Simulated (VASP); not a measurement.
Set up this calculation in VASP 6.6.1, as the native input.

- Task: single point
- Functional: LDA
- Potentials or basis: VASP PAW LDA potentials, release 64 (Rh_sv_GW)
- Cutoff: 620 eV
- k mesh: 10 × 10 × 14
- Occupations: fermi-dirac, width 0.1 eV
- Spin: no spin polarisation
- Dipole correction: no
- Further INCAR settings: ALGO = Normal; EDIFF = 1e-06; NBANDS = 32

The structure of Rh lies in POSCAR:

```
Rh
1.0
    4.0741239446      0.0000000000      0.0000000000
   -2.0370619723      3.5282948341      0.0000000000
    0.0000000000      0.0000000000      2.4972641742
Rh
3
Direct
    1.0000000000      1.0000000000      0.0000000000
    0.3333333333      0.6666666667      0.5000000000
    0.6666666667      0.3333333333      0.5000000000
```

This isn't the form of Rh at room conditions, which is fcc.

These files were run (other wordings do the same):

INCAR

```
PREC = Accurate
ENCUT = 620
EDIFF = 1E-6
ISMEAR = -1
SIGMA = 0.1
LREAL = F
LASPH = T
NELM = 120
ALGO = Normal
ISIF = 2
LWAVE = F
LCHARG = F
NBANDS = 32
GGA_COMPAT = F
```

KPOINTS

```
Automatic mesh
0
Gamma
  10 10 14
```

Potentials or basis: VASP PAW LDA potentials, release 64 (Rh_sv_GW).

The run is started by

```sh
$ cat potpaw_LDA.64/Rh_sv_GW/POTCAR > POTCAR
$ mpirun -np 1 vasp_std > vasp.out
```

Results of the run:

- Pressure: 52.8 GPa
- Band gap on the k mesh: zero (an odd number of electrons rules out a gap without spin polarisation)

Caveat: the cell stands under pressure.

It took 100 s on 1 thread of AMD EPYC 9R45 96-Core Processor (Zen 5), with other jobs on the host, peak memory 0.24 GiB.
